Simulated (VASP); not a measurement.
The system is Al2Cu (Khatyrkite).

```
CELL_PARAMETERS angstrom
-2.99250 2.99250 2.40554
2.99250 -2.99250 2.40554
2.99250 2.99250 -2.40554
ATOMIC_POSITIONS crystal
Cu 0.25000 0.25000 0.00000
Cu 0.75000 0.75000 0.00000
Al 0.34190 0.15810 0.50000
Al 0.84190 0.34190 0.18380
Al 0.65810 0.84190 0.50000
Al 0.15810 0.65810 0.81620
```

Base run:

```yaml
Program: VASP 6.6.1
Functional: PBE
Potentials_or_basis: VASP PAW PBE potentials, release 64 (Cu, Al)
Cutoff: 520 eV
k_mesh: 7 × 7 × 7
Occupations: fermi-dirac, width 0.05 eV
Spin: no spin polarisation
```

Its results: band gap on the k mesh zero (band 17 reaches 10.48 eV, above the bottom of band 18 at 6.73 eV); pressure 4.4 GPa; largest force 0.025 eV/Å.

The run is repeated on the same cell with these changes: functional from PBE to r2SCAN; further incar settings from ALGO = Fast; EDIFF = 1e-06; NBANDS = 26 to ALGO = Normal; EDIFF = 1e-06; NBANDS = 26. What comes out?

Band gap on the k mesh zero (band 17 reaches 10.49 eV, above the bottom of band 18 at 6.57 eV); pressure 0.3 GPa; largest force 0.067 eV/Å.

Caveats: the PAW data sets were made with another functional, which shifts forces and pressure a little (some runs).
